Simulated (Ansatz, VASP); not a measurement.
One calculation of SiSn2, two programs

The input INCAR:

```
SYSTEM = SiSn2
ALGO = Normal
EDIFF = 1E-6
EDIFFG = -0.04
ENCUT = 600
GGA = PE
IBRION = 2
ISIF = 3
ISMEAR = 0
LASPH = .True.
LCHARG = .False.
LREAL = .False.
LWAVE = .False.
NELM = 60
NSW = 90
PREC = Accurate
SIGMA = 0.1
```

KPOINTS

```
k-points
0
Gamma
  6 6 2
  0 0 0
```

File POSCAR:

```
SiSn2
1.0
    4.0667785000      0.0000000000      0.0000000000
   -2.0333892500      3.5219334900      0.0000000000
    0.0000000000      0.0000000000      9.9615322100
Si Sn
2 4
Direct
    0.0000000000      0.0000000000      0.3750000000
    0.0000000000      0.0000000000      0.6250000000
    0.3333333300      0.6666666700      0.0416666700
    0.6666666700      0.3333333300      0.7083333300
    0.3333333300      0.6666666700      0.2916666700
    0.6666666700      0.3333333300      0.9583333300
```

Input for Ansatz:

```yaml
crystal:
  lattice:
    - [4.0667785, 0.0, 0.0]
    - [-2.03338925, 3.52193349, 0.0]
    - [0.0, 0.0, 9.96153221]
  atoms:
    - { symbol: Si, position: [0.0, 0.0, 0.375] }
    - { symbol: Si, position: [0.0, 0.0, 0.625] }
    - { symbol: Sn, position: [0.33333333, 0.66666667, 0.04166667] }
    - { symbol: Sn, position: [0.66666667, 0.33333333, 0.70833333] }
    - { symbol: Sn, position: [0.33333333, 0.66666667, 0.29166667] }
    - { symbol: Sn, position: [0.66666667, 0.33333333, 0.95833333] }
basis:
  ecutwfc: 420
kpoints:
  mp_grid: { grid: [6, 6, 2] }
hamiltonian:
  xc: pbe
scf:
  occupations: { method: gaussian, width: 0.1 }
  lower_state_search: "off"
output:
  forces: true
  stress: true
  eigenvalues: true
relax:
  adjacent_minimum: "off"
  f_tol: 0.04
  max_steps: 70
  cell: { stress_tol: 0.4 }
```

Alike in both runs: task relaxation of cell and atoms; functional PBE; k mesh 6 × 6 × 2; occupations gaussian, width 0.1 eV; no spin polarisation.

```csv
,VASP,Ansatz
version,VASP 6.6.1,Ansatz 0.2.0
potentials or method,"VASP PAW PBE potentials, release 64 (Si, Sn_d), cutoff 600 eV","scalar-relativistic, plane waves, PAW"
valence electrons in the cell,64,64
```

|  | VASP | Ansatz | Ansatz less VASP |
| --- | --- | --- | --- |
| gap on the k mesh at the Fermi level, each at its own relaxed structure (eV) | none | none | - |
| relaxed volume (Å³/atom) | 30.74 | 30.71 | -0.029 |
| relaxed length of the cell vector where the two differ most in proportion (Å) | 10.848 | 10.820 | -0.0280 |

A gap of «none» marks a metal or a gap that the smearing closes.

Noted on VASP's run: the volume moved by over 15 % at a fixed basis, so the end points are rough.
